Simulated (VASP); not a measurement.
# Hf (P6_3/mmc) in VASP: a series of runs

The runs below take Hf through single point, relaxation of cell and atoms, with PBE.

All numbers are computed with VASP 6.6.1; they aren't measurements. Logs are shortened: lines on timing, memory, paths and dates and some standing lists are left out, and cuts for length are marked.

## (1) The cell of the first run

Symmetry: P6_3/mmc, No. 194, hexagonal system. Conventional cell: a = 3.128 Å, b = 3.128 Å, c = 4.950 Å, α = 90.00°, β = 90.00°, γ = 120.00°. Within 4.0 Å of Hf (site symmetry -6m2) lie 12 Hf at 3.06 to 3.13 Å.

## (2) Single point, PBE

Input file INCAR:

```
SYSTEM = Hf
PREC = Accurate
ENCUT = 500
EDIFF = 1E-6
ISMEAR = 0
SIGMA = 0.1
LREAL = .False.
LASPH = .True.
NELM = 120
ALGO = Normal
ISIF = 2
LWAVE = .False.
LCHARG = .False.
GGA = PE
NBANDS = 17
GGA_COMPAT = .False.
```

Input file KPOINTS:

```
regular mesh
0
Gamma
  6 6 4
  0 0 0
```

Input file POSCAR:

```
Hf
1.0
    3.1275633157      0.0000000000      0.0000000000
   -1.5637816578      2.7085492833      0.0000000000
    0.0000000000      0.0000000000      4.9499268103
Hf
2
Direct
    0.3333333333      0.6666666667      0.2500000000
    0.6666666667      0.3333333333      0.7500000000
```

Potentials or basis: VASP PAW PBE potentials, release 64 (Hf_pv).

Run with:

```
$ cat potpaw_PBE.64/Hf_pv/POTCAR > POTCAR
$ mpirun -np 1 vasp_std > vasp.out
```

OUTCAR:

```text
SYSTEM = Hf
   PREC = Accurate
   ENCUT = 500
   EDIFF = 1E-6
   ISMEAR = 0
   LREAL = .False.
   LASPH = .True.
   NELM = 120
   ISIF = 2
   GGA = PE

 ion  position               nearest neighbor table
   1  0.333  0.667  0.250-   2 3.06   2 3.06   2 3.06   2 3.06   2 3.06   2 3.06
   2  0.667  0.333  0.750-   1 3.06   1 3.06   1 3.06   1 3.06   1 3.06   1 3.06

  LATTYP: Found a hexagonal cell.
 ALAT       =     3.1275633157
 C/A-ratio  =     1.5826783699

  Lattice vectors:

 A1 = (   3.1275633157,   0.0000000000,   0.0000000000)
 A2 = (  -1.5637816578,   2.7085492833,   0.0000000000)
 A3 = (   0.0000000000,   0.0000000000,   4.9499268103)

Analysis of symmetry for initial positions (statically):
=====================================================================
 Subroutine PRICEL returns:
 Original cell was already a primitive cell.

 Routine SETGRP: Setting up the symmetry group for a
 hexagonal supercell.

 Subroutine GETGRP returns: Found 24 space group operations
 (whereof 12 operations were pure point group operations)
 out of a pool of 24 trial point group operations.

The static configuration has the point symmetry D_3d.
 The point group associated with its full space group is D_6h.

Analysis of symmetry for dynamics (positions and initial velocities):
=====================================================================
 Subroutine PRICEL returns:
 Original cell was already a primitive cell.

 Routine SETGRP: Setting up the symmetry group for a
 hexagonal supercell.

 Subroutine GETGRP returns: Found 24 space group operations
 (whereof 12 operations were pure point group operations)
 out of a pool of 24 trial point group operations.

The dynamic configuration has the point symmetry D_3d.
 The point group associated with its full space group is D_6h.

 Subroutine INISYM returns: Found 24 space group operations
 (whereof 12 operations are pure point group operations),
 and found     1 'primitive' translations

----------------------------------------------------------------------------------------

                                     Primitive cell

  volume of cell :      41.9316

  direct lattice vectors                    reciprocal lattice vectors
     3.127563316  0.000000000  0.000000000     0.319737732  0.184600665  0.000000000
    -1.563781658  2.708549283  0.000000000     0.000000000  0.369201331  0.000000000
     0.000000000  0.000000000  4.949926810     0.000000000  0.000000000  0.202023189

  length of vectors
     3.127563316  3.127563316  4.949926810     0.369201331  0.369201331  0.202023189

  position of ions in fractional coordinates (direct lattice)
     0.333333333  0.666666667  0.250000000
     0.666666667  0.333333333  0.750000000

  ion indices of the primitive-cell ions
   primitive index   ion index
                 1           1
                 2           2

----------------------------------------------------------------------------------------

 KPOINTS: regular mesh

Automatic generation of k-mesh.
 Grid dimensions read from file:
 generate k-points for:    6    6    4

 Generating k-lattice:

  Cartesian coordinates                     Fractional coordinates (reciprocal lattice)
     0.053289622  0.030766778  0.000000000     0.166666667  0.000000000  0.000000000
     0.000000000  0.061533555  0.000000000     0.000000000  0.166666667  0.000000000
     0.000000000  0.000000000  0.050505797     0.000000000  0.000000000  0.250000000

  Length of vectors
     0.061533555  0.061533555  0.050505797

  Shift w.r.t. Gamma in fractional coordinates (k-lattice)
     0.000000000  0.000000000  0.000000000

 Subroutine IBZKPT returns following result:
 ===========================================

 Found     21 irreducible k-points:

 Following reciprocal coordinates:
            Coordinates               Weight
  0.000000  0.000000  0.000000      1.000000
  0.166667  0.000000  0.000000      6.000000
  0.333333  0.000000  0.000000      6.000000
  0.500000  0.000000  0.000000      3.000000
  0.166667  0.166667  0.000000      6.000000
  0.333333  0.166667  0.000000     12.000000
[... 13 lines left out ...]
  0.333333  0.166667  0.500000     12.000000
  0.333333  0.333333  0.500000      2.000000
   k-points           NKPTS =     21   k-points in BZ     NKDIM =     21   number of bands    NBANDS=     17
   number of dos      NEDOS =    301   number of ions     NIONS =      2
   total plane-waves  NPLWV =  20736
   dimension x,y,z NGX =    24 NGY =   24 NGZ =   36
   dimension x,y,z NGXF=    48 NGYF=   48 NGZF=   72
   ions per type =               2
   NGX,Y,Z   is equivalent  to a cutoff of  12.76, 12.76, 12.09 a.u.
   NGXF,Y,Z  is equivalent  to a cutoff of  25.51, 25.51, 24.18 a.u.
 SYSTEM =  Hf
   PREC   = accura    normal or accurate (medium, high low for compatibility)
   ISTART =      0    job   : 0-new  1-cont  2-samecut
   ICHARG =      2    charge: 1-file 2-atom 10-const
   ISPIN  =      1    spin polarized calculation?
   LNONCOLLINEAR =      F non collinear calculations
   LSORBIT =      F    spin-orbit coupling
   LASPH  =      T    aspherical Exc in radial PAW
   ENCUT  =  500.0 eV  36.75 Ry    6.06 a.u.   5.70  5.70  9.02*2*pi/ulx,y,z
   NELM   =    120;   NELMIN=  2; NELMDL= -5     # of ELM steps
   EDIFF  = 0.1E-05   stopping-criterion for ELM
   LREAL  =      F    real-space projection
   EDIFFG = 0.1E-04   stopping-criterion for IOM
   NSW    =      0    number of steps for IOM
   IBRION =     -1    ionic relax: 0-MD 1-quasi-New 2-CG
   NFREE  =      0    steps in history (QN), initial steepest desc. (CG)
   ISIF   =      2    stress and relaxation
   ISYM   =      2    0-nonsym 1-usesym 2-fastsym
   POTIM  = 0.5000    time-step for ionic-motion
   TEBEG  =    0.0;   TEEND  =   0.0 temperature during run
   PSTRESS=    0.0 pullay stress
   NELECT =      20.0000    total number of electrons
   NUPDOWN=      -1.0000    fix difference up-down
   EMIN   =  10.00;   EMAX   =-10.00  energy-range for DOS
   EFERMI =   0.00;   METHOD = LEGACY
   ISMEAR =     0;   SIGMA  =   0.10  broadening in eV -4-tet -1-fermi 0-gaus
   EFERMI_NEDOS =   21; number of points for ismear=-14 and -15
   IALGO  =     38    algorithm
   IMIX   =      4    mixing-type and parameters
     AMIX     =   0.40;   BMIX     =  1.00
     AMIX_MAG =   1.60;   BMIX_MAG =  1.00
  volume/ion in A,a.u.               =      20.97       141.48
  Fermi-wavevector in a.u.,A,eV,Ry     =   1.279099  2.417147 22.260427  1.636095
  Thomas-Fermi vector in A             =   2.411604
   LORBIT       =      0    0 simple, 1 ext, 2 COOP (PROOUT), +10 PAW based schemes
   GGA     = PE    functional components
   LHFCALC =     F    Hartree Fock is set to
   AEXX    =    0.0000 exact exchange contribution
   IVDW    =     0    specifies the selected vdW correction
   LEPSILON=     F    determine dielectric tensor
   LRPA    =     F    only Hartree local field effects (RPA)
 non-spin polarized calculation
 Gauss-broadening in eV      SIGMA  =   0.10
  energy-cutoff  :      500.00
  volume of cell :       41.93
 maximum number of plane-waves:      1087
 NGX is ok and might be reduce to    24
   NGX = 11   NGY = 11   NGZ = 19

 number of electron      19.9999995 magnetization

 Free energy of the ion-electron system (eV)
  ---------------------------------------------------
  ext. energy  EPLUGINS =         0.00000000
  ---------------------------------------------------
  free energy    TOTEN  =       -19.75305243 eV

  energy without entropy =      -19.73731347  energy(sigma->0) =      -19.74518295

 E-fermi :   5.4531     XC(G=0): -11.5813

 val. band max:        5.4381209171   @ k =   0.1667   0.0000   0.2500
 cond. band min:       5.4682661931   @ k =   0.3333   0.3333   0.2500
 fundamental gap:      0.0301452761
 Fermi energy:         5.4530860414

 k-point     1 :       0.0000    0.0000    0.0000
  band No.  band energies     occupation
      1     -25.6581      2.00000
      2     -24.7363      2.00000
      3     -24.7363      2.00000
      4     -24.5835      2.00000
      5     -24.5801      2.00000
      6     -24.5801      2.00000
[... 9 lines left out ...]
     16       8.1614      0.00000
     17      11.0711      0.00000

 k-point     2 :       0.1667    0.0000    0.0000
  band No.  band energies     occupation
      1     -25.5721      2.00000
      2     -24.9160      2.00000
      3     -24.7947      2.00000
      4     -24.7660      2.00000
      5     -24.6243      2.00000
      6     -24.6047      2.00000
[... 9 lines left out ...]
     16       8.2712      0.00000
     17      11.6249      0.00000

 k-point     3 :       0.3333    0.0000    0.0000
  band No.  band energies     occupation
      1     -25.3613      2.00000
      2     -25.2735      2.00000
      3     -25.1072      2.00000
      4     -24.9029      2.00000
      5     -24.7439      2.00000
      6     -24.6604      2.00000
[... 9 lines left out ...]
     16      10.3577      0.00000
     17      12.1947      0.00000

 k-point     4 :       0.5000    0.0000    0.0000
  band No.  band energies     occupation
      1     -25.4496      2.00000
      2     -25.2660      2.00000
      3     -25.2031      2.00000
      4     -24.9542      2.00000
      5     -24.8560      2.00000
      6     -24.6900      2.00000
[... 9 lines left out ...]
     16      12.3476      0.00000
     17      12.8643      0.00000
[... 283 lines left out ...]
      1     -25.3116      2.00000
      2     -25.3116      2.00000
      3     -24.8673      2.00000
      4     -24.8673      2.00000
      5     -24.7559      2.00000
      6     -24.7559      2.00000
[... 9 lines left out ...]
     16      10.3873      0.00000
     17      11.3450      0.00000

 k-point    20 :       0.3333    0.1667    0.5000
  band No.  band energies     occupation
      1     -25.4582      2.00000
      2     -25.4582      2.00000
      3     -24.9836      2.00000
      4     -24.9836      2.00000
      5     -24.7661      2.00000
      6     -24.7661      2.00000
[... 9 lines left out ...]
     16      11.3457      0.00000
     17      12.7740      0.00000

 k-point    21 :       0.3333    0.3333    0.5000
  band No.  band energies     occupation
      1     -25.4067      2.00000
      2     -25.4067      2.00000
      3     -25.1477      2.00000
      4     -25.1477      2.00000
      5     -24.7492      2.00000
      6     -24.7492      2.00000
[... 9 lines left out ...]
     16      10.8004      0.00000
     17      14.6360      0.00000

------------------------ aborting loop because EDIFF is reached ----------------------------------------

  FORCE on cell =-STRESS in cart. coord.  units (eV):
  Direction    XX          YY          ZZ          XY          YZ          ZX
  --------------------------------------------------------------------------------------
  -------------------------------------------------------------------------------------
  Total        2.0808552      2.0808552      2.2387130      0.0000000      0.0000000      0.0000000
  in kB       79.5079953     79.5079952     85.5396310      0.0000000      0.0000000      0.0000000
  external PRESSURE =      81.5185405 kB  Pullay stress =       0.0000000 kB

 VOLUME and BASIS-vectors are now :
 -----------------------------------------------------------------------------
  energy-cutoff  :      500.00
  volume of cell :       41.93
      direct lattice vectors                 reciprocal lattice vectors
     3.127563316  0.000000000  0.000000000     0.319737732  0.184600665  0.000000000
    -1.563781658  2.708549283  0.000000000     0.000000000  0.369201331  0.000000000
     0.000000000  0.000000000  4.949926810     0.000000000  0.000000000  0.202023189

 POSITION                                       TOTAL-FORCE (eV/Angst)
 -----------------------------------------------------------------------------------
     -0.00000      1.80570      1.23748        -0.000000      0.000000      0.000000
      1.56378      0.90285      3.71245         0.000000     -0.000000      0.000000
 -----------------------------------------------------------------------------------
    total drift:                               -0.000000      0.000000     -0.000000

  FREE ENERGIE OF THE ION-ELECTRON SYSTEM (eV)
  ---------------------------------------------------
  free  energy   TOTEN  =       -19.7530524321 eV

  energy  without entropy=      -19.7373134746  energy(sigma->0) =      -19.74518295
```

Run time: 5.8 s. Hardware: 1 thread of Intel Xeon 6975P-C (Granite Rapids), shared host; peak memory 0.15 GiB.

Results:

```
Free energy            : -19.7531 eV
Pressure               : 8.2 GPa
Band gap on the k mesh : zero (bands 10 and 11 overlap by 1.32 eV)
```

Stress tensor (GPa, compression positive):
```
7.95 0.00 0.00
0.00 7.95 0.00
0.00 0.00 8.55
```

Levels at points of the mesh, in eV from the Fermi level:
| k point | band 6 | band 7 | band 8 | band 9 | band 10 | band 11 | band 12 | band 13 | band 14 | band 15 |
| --- | --- | --- | --- | --- | --- | --- | --- | --- | --- | --- |
| (0.00, 0.00, 0.00) | -30.03 | -7.67 | -3.99 | 0.81 | 1.12 | 1.12 | 1.42 | 2.02 | 2.02 | 2.71 |
| (0.50, 0.00, 0.00) | -30.14 | -3.53 | -3.07 | -2.51 | -0.76 | 0.71 | 0.88 | 1.74 | 6.27 | 6.82 |
| (0.00, 0.00, 0.50) | -30.11 | -5.58 | -5.58 | 0.05 | 0.05 | 1.01 | 1.01 | 1.01 | 1.01 | 5.07 |
| (0.50, 0.00, 0.50) | -30.28 | -3.69 | -3.69 | -1.18 | -1.18 | 1.34 | 1.34 | 2.72 | 2.72 | 6.47 |

Caveat: the k points lie up to 0.39 Å⁻¹ apart, too coarse for converged energies and pressures of a metal; spin-orbit coupling is left out, which moves the levels of the heavy elements.

## (3) Single point, PBE

This run uses another cell than the first one, of 22.58 Å³/atom.

Input file INCAR:

```
PREC = Accurate ; ENCUT = 500
EDIFF = 1E-6 ; ISMEAR = 0
SIGMA = 0.1 ; LREAL = False
LASPH = True ; NELM = 120
ALGO = Normal ; ISIF = 2
LWAVE = False ; LCHARG = False
GGA = PE ; NBANDS = 17
GGA_COMPAT = False
```

Input file KPOINTS:

```
regular mesh
0
Gamma
  6 6 4
```

Input file POSCAR:

```
Hf
1.0
    3.1978286939      0.0000000000      0.0000000000
   -1.5989143469      2.7694008859      0.0000000000
    0.0000000000      0.0000000000      5.0995812591
Hf
2
Direct
    0.3333333333      0.6666666667      0.2500000000
    0.6666666667      0.3333333333      0.7500000000
```

Potentials or basis: VASP PAW PBE potentials, release 64 (Hf_pv).

Run with:

```
$ cat potpaw_PBE.64/Hf_pv/POTCAR > POTCAR
$ mpirun -np 1 vasp_std > vasp.out
```

It took 6.7 s on 1 thread of Intel Xeon 6975P-C (Granite Rapids), shared host; peak memory 0.16 GiB.

Results (log left out):

- Free energy: -19.8283 eV
- Pressure: -0.4 GPa
- Band gap on the k mesh: zero (bands 10 and 11 overlap by 1.40 eV)

Stress tensor (GPa, compression positive):
```
-0.43  0.00  0.00
 0.00 -0.43  0.00
 0.00  0.00 -0.36
```

Levels at points of the mesh, in eV from the Fermi level:
| k point | band 6 | band 7 | band 8 | band 9 | band 10 | band 11 | band 12 | band 13 | band 14 | band 15 |
| --- | --- | --- | --- | --- | --- | --- | --- | --- | --- | --- |
| (0.00, 0.00, 0.00) | -30.29 | -7.40 | -3.76 | 0.49 | 1.14 | 1.14 | 1.33 | 1.92 | 1.92 | 2.63 |
| (0.50, 0.00, 0.00) | -30.39 | -3.38 | -2.77 | -2.26 | -0.84 | 0.77 | 0.80 | 1.56 | 5.82 | 6.31 |
| (0.00, 0.00, 0.50) | -30.35 | -5.47 | -5.47 | 0.06 | 0.06 | 1.04 | 1.04 | 1.04 | 1.04 | 4.70 |
| (0.50, 0.00, 0.50) | -30.49 | -3.43 | -3.43 | -1.05 | -1.05 | 1.10 | 1.10 | 2.61 | 2.61 | 5.96 |

Caveat: the k points lie up to 0.38 Å⁻¹ apart, too coarse for converged energies and pressures of a metal; spin-orbit coupling is left out, which moves the levels of the heavy elements.

(Continued in part 2 of 3.)
